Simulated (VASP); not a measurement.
Write the native input for VASP 6.6.1 that does the following.

```yaml
Task: single point
Functional: PBEsol
Potentials_or_basis: VASP PAW PBE potentials, release 64 (Ga_d, N)
Cutoff: 520 eV
k_mesh: 12 × 12 × 6
Occupations: fermi-dirac, width 0.02 eV
Spin: no spin polarisation
Dipole_correction: no
Further_INCAR_settings: ALGO = Normal; EDIFF = 1e-06; NBANDS = 26
```

The structure of GaN lies in POSCAR:

```
GaN
1.0
    3.1826317958      0.0000000000      0.0000000000
   -1.5913158979      2.7562399860      0.0000000000
    0.0000000000      0.0000000000      5.1853453509
Ga N
2 2
Direct
    0.3333333333      0.6666666667     -0.0008095617
    0.6666666667      0.3333333333      0.4991904383
    0.3333333333      0.6666666667      0.3758095617
    0.6666666667      0.3333333333      0.8758095617
```

The input as run:

INCAR

```
SYSTEM = GaN
PREC = Accurate
ENCUT = 520
EDIFF = 1E-6
ISMEAR = -1
SIGMA = 0.02
LREAL = .False.
LASPH = .True.
NELM = 80
ALGO = Normal
ISIF = 2
LWAVE = .False.
LCHARG = .True.
GGA = PS
LELF = .True.
LVHAR = .True.
NBANDS = 26
```

KPOINTS

```
regular mesh
0
Gamma
  12 12 6
  0 0 0
```

Potentials or basis: VASP PAW PBE potentials, release 64 (Ga_d, N).

Command:

```sh
$ cat potpaw_PBE.64/Ga_d/POTCAR potpaw_PBE.64/N/POTCAR > POTCAR
$ mpirun -np 1 vasp_std > vasp.out
```

It gave:

```
Pressure               : -0.1 GPa
Band gap on the k mesh : 1.89 eV
```

Caveat: the PAW data sets were made with another functional, which shifts forces and pressure a little.

Run time: 65 s on 1 thread of Intel(R) Xeon(R) Platinum 8375C CPU @ 2.90GHz (Ice Lake) (shared host), peak memory 0.21 GiB.
